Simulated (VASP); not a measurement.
A run of VASP 6.6.1 is set up as follows.

Contents of INCAR:

```
SYSTEM = Sc
PREC     = Accurate       ! precision mode
ENCUT    = 520            ! plane-wave cutoff, eV
EDIFF    = 1E-6           ! SCF threshold, eV
ISMEAR   = -1             ! smearing method
SIGMA    = 0.03           ! smearing width, eV
LREAL    = .False.        ! projectors in reciprocal space
LASPH    = .True.         ! aspherical terms in the spheres
NELM     = 150            ! most SCF steps
ALGO     = Normal         ! electronic algorithm
ISIF     = 2              ! what is computed and relaxed
LWAVE    = .False.        ! write WAVECAR
LCHARG   = .False.        ! write CHGCAR
MAGMOM   = 0 0 0 0 0 0    ! initial moments
LORBIT   = 11             ! projections on sites
LSORBIT  = .True.         ! spin-orbit coupling
GGA_COMPAT= .False.      
LORBMOM  = .True.       
LMAXMIX  = 4              ! l up to which the mixer works
GGA      = PE             ! functional
NBANDS   = 34             ! bands
```

File KPOINTS:

```
regular mesh
0
Gamma
  13 13 7
  0 0 0
```

The input POSCAR:

```
Sc
1.0
    3.3087978973      0.0000000000      0.0000000000
   -1.6543989486      2.8655030350      0.0000000000
    0.0000000000      0.0000000000      5.2680000000
Sc
2
Direct
    0.3333333333      0.6666666667      0.2500000000
    0.6666666667      0.3333333333      0.7500000000
```

Potentials or basis: VASP PAW PBE potentials, release 64 (Sc_sv).

Run with:

```bash
$ cat potpaw_PBE.64/Sc_sv/POTCAR > POTCAR
$ mpirun -np 1 vasp_ncl > vasp.out
```

Question: Estimate the net moment.

Answer: 0.00 μB per cell.

Question: Estimate the pressure.

Answer: -0.7 GPa.

Stress tensor (GPa, compression positive):
```
-0.09  0.00  0.00
 0.00 -0.09  0.00
 0.00  0.00 -1.78
```
